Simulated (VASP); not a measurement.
Runs of VASP 6.6.1 on W. The structure is that of space group Im-3m (No. 229), or close to it. The cells are those of the table. 

```tsv
cell	gap on the mesh (eV)	pressure (GPa)
a = 2.812 Å, angles 109.5°, 1 atom	none	(b)
a = 2.758 Å, angles 109.5°, 1 atom	none	0.3
a = 2.721 Å, angles 109.5°, 1 atom	none	13.9
a = 2.702 Å, angles 109.5°, 1 atom	none	21.8
a = 2.739 Å, angles 109.5°, 1 atom	none	(a)
```

Alike in all rows: task single point; level PBE; potentials or basis VASP PAW PBE potentials, release 64 (W_sv); no spin polarisation; k mesh 48 × 48 × 48; cutoff (eV) 520; smearing fermi-dirac 0.0612256 eV.

Q: Fill in the values left out.

A: (a) 6.7; (b) -15.5.

Caveats: spin-orbit coupling is left out, which moves the levels of the heavy elements; the cell stands under pressure (at least some runs); the cell stands under tension (at least some runs).

A k mesh can miss the band edges, and the runs leave out spin-orbit coupling on W.

A gap of «none» marks levels without a gap at the run's occupations.
